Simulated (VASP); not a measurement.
Set up this calculation in VASP 6.6.1, as the native input.

| Property | Result |
| --- | --- |
| Task | relaxation of shape and atoms at fixed volume |
| Functional | PBE |
| Dispersion | D3(BJ) |
| Potentials or basis | VASP PAW PBE potentials, release 64 (As) |
| Cutoff | 600 eV |
| k mesh | 15 × 15 × 15 |
| Occupations | gaussian, width 0.1 eV |
| Spin | no spin polarisation |
| Dipole correction | no |
| Further INCAR settings | ALGO = Normal; EDIFF = 1e-07; IBRION = 2; EDIFFG = -0.01; NSW = 50; ISIF = 4 |

The structure of As lies in POSCAR:

```
As
1.0
    1.8723312625      1.0809909584      3.3373347203
   -1.8723312625      1.0809909584      3.3373347203
    0.0000000000     -2.1619819168      3.3373347203
As
2
Direct
    0.7697136435      0.7697136435      0.7697136435
    0.2302863565      0.2302863565      0.2302863565
```

One way to write it, as run:

INCAR

```
SYSTEM = As
PREC = Accurate
ENCUT = 600
EDIFF = 1E-7
ISMEAR = 0
SIGMA = 0.1
LREAL = .False.
LASPH = .True.
NELM = 60
ALGO = Normal
ISIF = 4
LWAVE = .False.
LCHARG = .False.
GGA = PE
IVDW = 12
IBRION = 2
NSW = 50
EDIFFG = -0.01
```

KPOINTS

```
Automatic mesh
0
Gamma
  15 15 15
  0 0 0
```

Potentials or basis: VASP PAW PBE potentials, release 64 (As).

Command:

```console
$ cat potpaw_PBE.64/As/POTCAR > POTCAR
$ mpirun -np 1 vasp_std > vasp.out
```

Results of the run:

* Energy gained by relaxing: 2.8 meV/atom
* Ionic steps: 5
* Pressure after relaxing: 1.7 GPa
* Largest force after relaxing: 0.006 eV/Å
* Band gap on the k mesh: zero (bands 5 and 6 overlap by 0.18 eV)
* Dispersion energy per atom: -0.447 eV

It took 6.1 min on 1 thread of Intel Xeon 8259CL, with other jobs on the host, peak memory 0.31 GiB.
